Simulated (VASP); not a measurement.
# Ni (Im-3m) in VASP: a series of runs, part 2 of 2

VASP 6.6.1. The steps go on from the part before.

**3. Single point, PBE, collinear spin, ferromagnetic start (volume scaled by 1.12)**

Contents of INCAR:

```
SYSTEM = Ni
PREC     = Accurate       ! precision mode
ENCUT    = 600            ! plane-wave cutoff, eV
EDIFF    = 1E-6           ! SCF threshold, eV
ISMEAR   = -1             ! smearing method
SIGMA    = 0.05           ! smearing width, eV
LREAL    = .False.        ! projectors in reciprocal space
LASPH    = .True.         ! aspherical terms in the spheres
NELM     = 200            ! most SCF steps
ALGO     = Normal         ! electronic algorithm
ISIF     = 2              ! what is computed and relaxed
LWAVE    = .False.        ! write WAVECAR
LCHARG   = .False.        ! write CHGCAR
ISPIN    = 2              ! spin polarisation
MAGMOM   = 0.592          ! initial moments
LORBIT   = 11             ! projections on sites
LMAXMIX  = 4              ! l up to which the mixer works
GGA      = PE             ! functional
NBANDS   = 15             ! bands
GGA_COMPAT= .False.
```

Contents of KPOINTS:

```
Automatic mesh
0
Gamma
  18 18 18
  0 0 0
```

Contents of POSCAR:

```
Ni
1.0
   -1.4542417117      1.4542417117      1.4542417117
    1.4542417117     -1.4542417117      1.4542417117
    1.4542417117      1.4542417117     -1.4542417117
Ni
1
Direct
    0.0000000000      0.0000000000      0.0000000000
```

Potentials or basis: VASP PAW PBE potentials, release 64 (Ni).

Started as:

```console
$ cat potpaw_PBE.64/Ni/POTCAR > POTCAR
$ mpirun -np 1 vasp_std > vasp.out
```

OUTCAR:

```text
SYSTEM = Ni
   PREC = Accurate
   ENCUT = 600
   EDIFF = 1E-6
   ISMEAR = -1
   LREAL = .False.
   LASPH = .True.
   NELM = 200
   ISIF = 2
   ISPIN = 2
   LORBIT = 11
   GGA = PE

 ion  position               nearest neighbor table
   1  0.000  0.000  0.000-

  LATTYP: Found a body centered cubic cell.
 ALAT       =     2.9084834234

  Lattice vectors:

 A1 = (  -1.4542417117,   1.4542417117,   1.4542417117)
 A2 = (   1.4542417117,  -1.4542417117,   1.4542417117)
 A3 = (   1.4542417117,   1.4542417117,  -1.4542417117)

Analysis of symmetry for initial positions (statically):
=====================================================================
 Subroutine PRICEL returns:
 Original cell was already a primitive cell.

 Routine SETGRP: Setting up the symmetry group for a
 body centered cubic supercell.

 Subroutine GETGRP returns: Found 48 space group operations
 (whereof 48 operations were pure point group operations)
 out of a pool of 48 trial point group operations.

The static configuration has the point symmetry O_h .

Analysis of symmetry for dynamics (positions and initial velocities):
=====================================================================
[... 622 lines left out ...]
      7      32.6903      0.00000
      8      32.6903      0.00000
      9      32.6903      0.00000
     10      36.8509      0.00000
     11      36.8509      0.00000
     12      36.9947      0.00000
     13      36.9947      0.00000
     14      36.9947      0.00000
[... 403 lines left out ...]
      4       7.3020      0.99910
      5       7.6694      0.41550
      6       9.1783      0.00000
      7      14.4738      0.00000
      8      22.7187      0.00000
      9      25.8104      0.00000
     10      31.4147      0.00000
     11      35.5055      0.00000
     12      39.2564      0.00000
     13      43.9982      0.00000
     14      47.6609      0.00000
     15      51.9662      0.00000

 [... further k-points ...]
[... 5 lines left out ...]
  --------------------------------------------------------------------------------------
  -------------------------------------------------------------------------------------
  Total       -1.2567715     -1.2567715     -1.2567715      0.0000000      0.0000000     -0.0000000
  in kB     -163.6805727   -163.6805727   -163.6805727      0.0000000      0.0000000     -0.0000000
  external PRESSURE =    -163.6805727 kB  Pullay stress =       0.0000000 kB

 VOLUME and BASIS-vectors are now :
 -----------------------------------------------------------------------------
  energy-cutoff  :      600.00
  volume of cell :       12.30
      direct lattice vectors                 reciprocal lattice vectors
    -1.454241712  1.454241712  1.454241712     0.000000000  0.343821798  0.343821798
     1.454241712 -1.454241712  1.454241712     0.343821798  0.000000000  0.343821798
     1.454241712  1.454241712 -1.454241712     0.343821798  0.343821798  0.000000000

 POSITION                                       TOTAL-FORCE (eV/Angst)
 -----------------------------------------------------------------------------------
      0.00000      0.00000      0.00000        -0.000000     -0.000000      0.000000
 -----------------------------------------------------------------------------------
    total drift:                                0.000000     -0.000000      0.000000

  FREE ENERGIE OF THE ION-ELECTRON SYSTEM (eV)
  ---------------------------------------------------
  free  energy   TOTEN  =        -5.3075789197 eV

  energy  without entropy=       -5.2922346267  energy(sigma->0) =       -5.29990677

 total charge

# of ion       s       p       d       tot
------------------------------------------
    1        0.445   0.391   8.289   9.124

 magnetization (x)

# of ion       s       p       d       tot
------------------------------------------
    1       -0.005  -0.017   0.637   0.615
```

OSZICAR:

```text
N       E                     dE             d eps       ncg     rms          rms(c)
DAV:   1     0.363128744180E+02    0.36313E+02   -0.46388E+03 12216   0.920E+02
DAV:   2    -0.454865138457E+01   -0.40862E+02   -0.38063E+02 13331   0.170E+02
DAV:   3    -0.624682127296E+01   -0.16982E+01   -0.16680E+01 14032   0.332E+01
DAV:   4    -0.625910424289E+01   -0.12283E-01   -0.12279E-01 14151   0.275E+00
DAV:   5    -0.625930116617E+01   -0.19692E-03   -0.19692E-03 14466   0.316E-01    0.871E+00
DAV:   6    -0.575747337779E+01    0.50183E+00   -0.14996E+01 17013   0.404E+01    0.671E+00
DAV:   7    -0.531905746239E+01    0.43842E+00   -0.31201E+00 16580   0.169E+01    0.160E+00
DAV:   8    -0.530991726672E+01    0.91402E-02   -0.26120E-02 14185   0.103E+00    0.790E-01
DAV:   9    -0.530789482815E+01    0.20224E-02   -0.22032E-03 18234   0.301E-01    0.246E-01
DAV:  10    -0.530759307815E+01    0.30175E-03   -0.47658E-04 19369   0.142E-01    0.691E-02
DAV:  11    -0.530757721353E+01    0.15865E-04   -0.18296E-04 17564   0.861E-02    0.273E-02
DAV:  12    -0.530757860410E+01   -0.13906E-05   -0.21666E-06 12872   0.109E-02    0.152E-02
DAV:  13    -0.530757891971E+01   -0.31561E-06   -0.54674E-07  9106   0.718E-03
   1 F= -.53075789E+01 E0= -.52999068E+01  d E =-.153443E-01  mag=     0.5972
```

Run time: 76 s. Hardware: 1 thread of Intel Xeon 6975P-C, shared host; peak memory 0.18 GiB.

What came out:

```
Free energy                                           : -5.3076 eV
Pressure                                              : -16.4 GPa
Net moment                                            : 0.60 μB per cell
Site moments                                          : Ni +0.61 μB
Valence electrons inside the program's atomic spheres : Ni 9.12
```

Levels at points of the mesh, in eV from the Fermi level:
Spin up:
```tsv
k point	band 3	band 4	band 5	band 6	band 7	band 8
(0.00, 0.00, 0.00)	-2.05	-2.05	-0.84	-0.84	25.17	25.17
(0.50, 0.00, 0.00)	-0.93	-0.73	-0.20	0.43	5.57	17.99
(0.50, 0.50, 0.50)	-0.38	-0.38	-0.38	9.05	9.05	9.05
```
Spin down:
| k point | band 2 | band 3 | band 4 | band 5 | band 6 | band 7 | band 8 | band 9 |
| --- | --- | --- | --- | --- | --- | --- | --- | --- |
| (0.00, 0.00, 0.00) | -1.33 | -1.33 | -1.33 | -0.32 | -0.32 | 25.04 | 25.04 | 25.04 |
| (0.50, 0.00, 0.00) | -2.14 | -0.33 | -0.19 | 0.38 | 0.62 | 5.93 | 17.91 | 18.37 |
| (0.50, 0.50, 0.50) | -3.20 | 0.43 | 0.43 | 0.43 | 9.07 | 9.07 | 9.07 | 14.59 |
